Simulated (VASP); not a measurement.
SiNi3, 4 atoms in the cell. Symmetry: Pm-3m, No. 221, cubic system. The conventional cell has a = 3.542 Å, b = 3.542 Å, c = 3.542 Å, α = 90.00°, β = 90.00°, γ = 90.00°. Ni (site symmetry 4/mmm) has 8 Ni at 2.50 Å and 4 Si at 2.50 Å within 3.3 Å. Si (site symmetry m-3m) has 12 Ni at 2.50 Å within 3.3 Å. 

| Property | Result |
| --- | --- |
| Program | VASP 6.6.1 |
| Task | single point |
| Functional | PBEsol |
| Potentials or basis | VASP PAW PBE potentials, release 64 (Ni_sv_GW, Si) |
| Cutoff | 590 eV |
| k mesh | 4 × 4 × 4 |
| Occupations | fermi-dirac, width 0.05 eV |
| Spin | collinear spin, ferromagnetic start |
| Starting moments | [1.0, 1.0, 1.0, 0.0] μB |
| Dipole correction | no |
| Second run | valence_matched |
| Further INCAR settings | ALGO = Normal; EDIFF = 1e-06; NBANDS = 41 |

Potentials or basis: VASP PAW PBE potentials, release 64 (Ni_sv_GW, Si).

Run with:

```bash
$ cat potpaw_PBE.64/Ni_sv_GW/POTCAR potpaw_PBE.64/Si/POTCAR > POTCAR
$ mpirun -np 1 vasp_std > vasp.out
```

Hardware: 1 thread of Intel(R) Xeon(R) Platinum 8259CL CPU @ 2.50GHz (Skylake/Cascade Lake) (shared host).

Task: Estimate the wall time of this run.

Result: Run time: 71 s on 1 thread of Intel(R) Xeon(R) Platinum 8259CL CPU @ 2.50GHz (Skylake/Cascade Lake) (shared host), peak memory 0.2 GiB. Counts: scf iterations 15, k points 10.
